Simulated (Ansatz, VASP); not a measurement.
**One calculation of Lu2SiNF2, two programs**

```
CELL_PARAMETERS angstrom
3.61597 0.00000 0.00000
0.00000 3.61597 0.00000
0.00000 0.00000 6.18250
ATOMIC_POSITIONS crystal
Lu 0.00000 0.00000 0.63213
Lu 0.50000 0.50000 0.37103
Si 0.00000 0.00000 0.17470
N 0.50000 0.50000 0.83264
F 0.50000 0.00000 0.99405
F 0.00000 0.50000 0.99405
```

Change from the starting cell: species swapped into the LaGdCl2O2 type (P4mm, No. 99).

Alike in both runs: task single point; functional PBE; k mesh 6 × 6 × 4; occupations gaussian, width 0.1 eV; no spin polarisation.

|  | VASP | Ansatz |
| --- | --- | --- |
| version | VASP 6.6.1 | Ansatz 0.2.0 |
| potentials or method | VASP PAW PBE potentials, release 64 (Lu, Si, N, F), cutoff 520 eV | scalar-relativistic, plane waves, PAW |
| valence electrons in the cell | 73 | 73 |

|  | VASP | Ansatz | Ansatz less VASP |
| --- | --- | --- | --- |
| gap on the k mesh at the Fermi level (eV) | none | none | - |
| pressure (GPa) | 16.0 | 15.9 | -0.12 |
| traceless stress, the component that is largest in VASP (GPa) | -14.80 | -14.71 | +0.095 |
| rms of the force components (eV/Å) | 2.151 | 2.156 | +0.0041 |

Atom by atom the forces differ by 0.013 eV/Å (rms over components). A gap of «none» marks a metal or a gap that the smearing closes.

Neither program's run includes spin-orbit coupling.
